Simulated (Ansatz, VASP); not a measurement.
AlN in VASP and in Ansatz

The input INCAR:

```
SYSTEM = AlN
PREC = Accurate ; ENCUT = 520
EDIFF = 1E-7 ; ISMEAR = 0
SIGMA = 0.02 ; LREAL = .FALSE.
LASPH = .TRUE. ; NELM = 60
ALGO = Normal ; ISIF = 2
LWAVE = .FALSE. ; LCHARG = .FALSE.
GGA = PE ; IBRION = 2
NSW = 60 ; EDIFFG = -0.008
```

File KPOINTS:

```
regular mesh
0
G
  12 12 6
  0 0 0
```

File POSCAR:

```
AlN
1.0
    3.1771615461      0.0000000000      0.0000000000
   -1.5885807730      2.7515026108      0.0000000000
    0.0000000000      0.0000000000      5.0933139724
Al N
2 2
Direct
    0.6666666667      0.3333333333      0.4992342259
    0.3333333333      0.6666666667      0.9992342259
    0.6666666667      0.3333333333      0.8807657741
    0.3333333333      0.6666666667      0.3807657741
```

Input for Ansatz:

```yaml
crystal:
  lattice:
    - [3.1771615461, 0.0, 0.0]
    - [-1.588580773, 2.7515026108, 0.0]
    - [0.0, 0.0, 5.0933139724]
  atoms:
    - { symbol: Al, position: [0.6666666667, 0.3333333333, 0.4992342259] }
    - { symbol: Al, position: [0.3333333333, 0.6666666667, 0.9992342259] }
    - { symbol: "N", position: [0.6666666667, 0.3333333333, 0.8807657741] }
    - { symbol: "N", position: [0.3333333333, 0.6666666667, 0.3807657741] }
basis:
  ecutwfc: 420
kpoints:
  mp_grid: { grid: [12, 12, 6] }
hamiltonian:
  xc: pbe
scf:
  occupations: { method: gaussian, width: 0.02 }
output:
  forces: true
  stress: true
  eigenvalues: true
relax:
  adjacent_minimum: "off"
  f_tol: 0.008
  max_steps: 40
```

Change from the starting cell: equal strain along all axes, cell held, atoms relaxed: +1.5 %.

Alike in both runs: task relaxation of the atoms; functional PBE; k mesh 12 × 12 × 6; occupations gaussian, width 0.02 eV; no spin polarisation.

|  | VASP | Ansatz |
| --- | --- | --- |
| version | VASP 6.6.1 | Ansatz 0.2.0 |
| potentials or method | VASP PAW PBE potentials, release 64 (Al, N), cutoff 520 eV | scalar-relativistic, plane waves, PAW |
| valence electrons in the cell | 16 | 16 |

```csv
,VASP,Ansatz,Ansatz less VASP
"gap on the k mesh at the Fermi level, each at its own relaxed structure (eV)",3.66,3.66,-0.008
```

Ansatz's warnings: stress scf threshold loose.
